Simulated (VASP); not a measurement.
# Al6N5 (a cell with a defect): single point with PBEsol

System: Al6N5 (a cell with a defect).

```xyz
11
Lattice="-3.3015 0.0000 4.1399 1.6507 -2.8592 4.1399 1.6507 2.8592 4.1399" Properties=species:S:1:pos:R:3 pbc="T T T"
Al    1.6507   -0.9531    7.2448
Al    0.0000    1.9061    7.2448
Al   -1.6507   -0.9531    7.2448
Al   -1.6507    0.9531    5.1748
Al    1.6507    0.9531    5.1748
Al    0.0000   -1.9061    5.1748
N     0.0000    1.9061    5.1748
N    -1.6507   -0.9531    5.1748
N    -1.6507    0.9531    7.2448
N     1.6507    0.9531    7.2448
N     0.0000   -1.9061    7.2448
```

```yaml
Program: VASP 6.6.1
Task: single point
Functional: PBEsol
Potentials_or_basis: VASP PAW PBE potentials, release 64 (Al, N)
Cutoff: 520 eV
k_mesh: 6 × 6 × 6
Occupations: gaussian, width 0.05 eV
Spin: no spin polarisation
Dipole_correction: no
Charge: 3
Further_INCAR_settings: ALGO = Normal; EDIFF = 1e-06; NBANDS = 32; NELECT = 40.0
```

```json
{"Largest force": "2.900 eV/Å"}
```

Forces in eV/Å, atoms in the order of the input:
```
Al   0.000  0.000  2.900
Al   0.000  0.000  0.000
Al   0.000  0.000 -2.900
Al   2.000 -1.155  0.000
Al   0.000  2.310  0.000
Al  -2.000 -1.155  0.000
N    0.000  0.000  0.258
N    0.000  0.000 -0.258
N   -0.719 -0.415  0.000
N    0.719 -0.415  0.000
N    0.000  0.830  0.000
```

Levels at points of the mesh, in eV from the Fermi level:
```
           k point  band 18  band 19  band 20  band 21  band 22  band 23
(0.00, 0.00, 0.00)    -0.49    -0.49    -0.02     0.43     4.08     4.08
(0.50, 0.00, 0.00)    -1.08    -0.51    -0.22     0.19     3.12     4.30
(0.50, 0.50, 0.00)    -1.47    -0.61    -0.18     0.02     3.85     3.85
(0.50, 0.50, 0.50)    -1.70    -1.56    -1.56     1.09     3.50     3.82
```

Wall time 4.1 min on 1 thread of Intel Xeon 8259CL, with other jobs on the host, peak memory 0.28 GiB.

Caveat: the cell carries a net charge on a neutralising background, which shifts energy and pressure; the cell is charged against a uniform background, so pressure and absolute levels hang on convention; the PAW data sets were made with another functional, which shifts forces and pressure a little.
